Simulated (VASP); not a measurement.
Eu:

```
Eu
1.0
     4.55100    0.00000    0.00000
     0.00000    4.55100    0.00000
     0.00000    0.00000    4.55100
Eu
2
Direct
  0.00000 0.00000 0.00000
  0.50000 0.50000 0.50000
```

- Program: VASP 6.6.1
- Task: relaxation of cell and atoms
- Functional: BLYP
- Potentials or basis: VASP PAW PBE potentials, release 64 (Eu)
- Cutoff: 600 eV
- k mesh: 7 × 7 × 7
- Occupations: fermi-dirac, width 0.05 eV
- Spin: collinear spin, antiferromagnetic start
- Starting moments: [7.0, -7.0] μB

At the start: pressure -0.7 GPa; volume 47.13 Å³/atom.

Task: How do energy, volume and symmetry change on relaxing?

Result: Over 4 steps the energy falls by 6.6 meV/atom and the volume is 43.97 Å³/atom (-6.7 %); space group Im-3m (No. 229, to 0.1 Å) before and after; moment 0.00 μB per cell.

The path:
| step | energy change (eV) | largest force (eV/Å) | pressure (GPa) | volume (Å³) |
| --- | --- | --- | --- | --- |
| 1 | 0.0000 | 0.0000 | -0.73 | 94.26 |
| 2 | -0.0100 | 0.0000 | -0.61 | 91.36 |
| 3 | 0.0021 | 0.0000 | 0.98 | 83.03 |
| 4 | -0.0133 | 0.0000 | 0.03 | 87.93 |

Final structure:
```cif
data_structure
_symmetry_space_group_name_H-M 'P 1'
_symmetry_Int_Tables_number 1
_cell_length_a 4.4468
_cell_length_b 4.4468
_cell_length_c 4.4468
_cell_angle_alpha 90.000
_cell_angle_beta 90.000
_cell_angle_gamma 90.000
_cell_volume 87.93
loop_
_atom_site_label
_atom_site_type_symbol
_atom_site_fract_x
_atom_site_fract_y
_atom_site_fract_z
_atom_site_occupancy
Eu1 Eu 0.00000 0.00000 0.00000 1
Eu2 Eu 0.50000 0.50000 0.50000 1
```

Caveat: the antiferromagnetic order is the one typed at the start, and another may lie lower; the PAW data sets were made with another functional, which shifts forces and pressure a little; semilocal functionals describe open f shells poorly, which spoils levels, moments and volumes.
